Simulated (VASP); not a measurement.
**Nb: single point with PBE**

Nb:

```
CELL_PARAMETERS angstrom
-1.65702 1.65702 1.65702
1.65702 -1.65702 1.65702
1.65702 1.65702 -1.65702
ATOMIC_POSITIONS crystal
Nb 0.00000 0.00000 0.00000
```

```yaml
Program: VASP 6.6.1
Task: single point
Functional: PBE
Potentials_or_basis: VASP PAW PBE potentials, release 64 (Nb_sv)
Cutoff: 500 eV
k_mesh: 8 × 8 × 8
Occupations: gaussian, width 0.1 eV
Spin: no spin polarisation
Dipole_correction: no
Further_INCAR_settings: ALGO = Normal; EDIFF = 1e-06; NBANDS = 12
```

```json
{
  "Pressure": "-0.6 GPa"
}
```

Levels at points of the mesh, in eV from the Fermi level:
```tsv
k point	band 4	band 5	band 6	band 7	band 8	band 9
(0.00, 0.00, 0.00)	-29.59	-5.79	0.49	0.49	0.49	3.37
(0.50, 0.00, 0.00)	-29.60	-3.55	-1.50	2.37	3.39	4.06
(0.50, 0.50, 0.50)	-30.49	-3.53	-3.53	5.65	5.65	5.65
```

Run time: 5.7 s on 1 thread of Intel Xeon 6975P-C, on a shared host, peak memory 0.14 GiB.
